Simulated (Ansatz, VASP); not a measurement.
InSb3: VASP beside Ansatz

```
CELL_PARAMETERS angstrom
0.00000 3.50930 3.50930
3.50930 0.00000 3.50930
3.50930 3.50930 0.00000
ATOMIC_POSITIONS crystal
In 0.00000 0.00000 0.00000
Sb 0.25000 0.25000 0.25000
Sb 0.75000 0.75000 0.75000
Sb 0.50000 0.50000 0.50000
```

Alike in both runs: task single point; functional PBEsol; dispersion D3(BJ); k mesh 10 × 10 × 10; occupations gaussian, width 0.1 eV; no spin polarisation.

|  | VASP | Ansatz |
| --- | --- | --- |
| version | VASP 6.6.1 | Ansatz 0.2.0 |
| potentials or method | VASP PAW PBE potentials, release 64 (In_d, Sb), cutoff 500 eV | scalar-relativistic, plane waves, PAW |
| valence electrons in the cell | 28 | 58 |

```tsv
	VASP	Ansatz	Ansatz less VASP
gap on the k mesh at the Fermi level (eV)	none	none	-
pressure (GPa)	12.6	12.4	-0.20
```

VASP's potentials were made for PBE, not for PBEsol. A gap of «none» marks a metal or a gap that the smearing closes. VASP's potentials hold 28 valence electrons a cell and Ansatz's 58, so a difference there can come from the potentials and not from the codes.

Neither program's run includes spin-orbit coupling.
